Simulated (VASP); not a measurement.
Here is a VASP 6.6.1 calculation.

Contents of INCAR:

```
SYSTEM = KF
PREC = Accurate ; ENCUT = 520
EDIFF = 1E-7 ; ISMEAR = -1
SIGMA = 0.02 ; LREAL = .False.
LASPH = .True. ; NELM = 60
ALGO = Normal ; ISIF = 2
LWAVE = .False. ; LCHARG = .False.
GGA = PE ; NBANDS = 15
```

KPOINTS

```
regular mesh
0
Gamma
  8 8 8
  0 0 0
```

Contents of POSCAR:

```
KF
1.0
    3.2634287040      0.0000000000      0.0000000000
    0.0000000000      3.2634287040      0.0000000000
    0.0000000000      0.0000000000      3.1645678712
K F
1 1
Direct
    0.0000000000      0.0000000000      0.0000000000
    0.5000000000      0.5000000000      0.5000000000
```

Potentials or basis: VASP PAW PBE potentials, release 64 (K_sv, F).

Run with:

```bash
$ cat potpaw_PBE.64/K_sv/POTCAR potpaw_PBE.64/F/POTCAR > POTCAR
$ mpirun -np 1 vasp_std > vasp.out
```

Problem. Estimate the pressure.

Solution. 0.9 GPa.

Problem. Estimate the band gap on the k mesh.

Solution. 6.36 eV, indirect (least direct gap 6.41 eV).

Stress tensor (GPa, compression positive):
```
0.04 0.00 0.00
0.00 0.04 0.00
0.00 0.00 2.75
```

Caveat: the cell differs from its parent crystal (epitaxial xy strain +2.7%). A k mesh can miss the band edges.
